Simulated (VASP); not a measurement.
BeS, 2 atoms in the cell. It takes space group F-43m (No. 216, cubic). The conventional cell has a = 4.858 Å, b = 4.858 Å, c = 4.858 Å, α = 90.00°, β = 90.00°, γ = 90.00°. Be (site symmetry -43m) has 4 S at 2.10 Å within 2.8 Å. Within 2.8 Å of S (site symmetry -43m) lie 4 Be at 2.10 Å. 

| Property | Result |
| --- | --- |
| Program | VASP 6.6.1 |
| Task | single point |
| Functional | r2SCAN |
| Dispersion | rVV10 |
| Potentials or basis | VASP PAW PBE potentials, release 64 (Be, S) |
| Cutoff | 660 eV |
| k mesh | 8 × 8 × 8 |
| Occupations | gaussian, width 0.02 eV |
| Spin | no spin polarisation |
| Dipole correction | no |
| Further INCAR settings | ALGO = Normal; EDIFF = 1e-06; NBANDS = 11 |

Potentials or basis: VASP PAW PBE potentials, release 64 (Be, S).

The run is started by

```sh
$ cat potpaw_PBE.64/Be/POTCAR potpaw_PBE.64/S/POTCAR > POTCAR
$ cp INCAR.step1 INCAR
$ mpirun -np 1 vasp_std > vasp.out
$ cp INCAR.step2 INCAR
$ mpirun -np 1 vasp_std > vasp.out
```

Hardware: 1 thread of AMD EPYC 9R45 (Zen 5), on a shared host.

How long does it take, and how much memory?

Wall time 53 s on 1 thread of AMD EPYC 9R45 (Zen 5) (shared host), peak memory 0.25 GiB. Counts: k points 29.
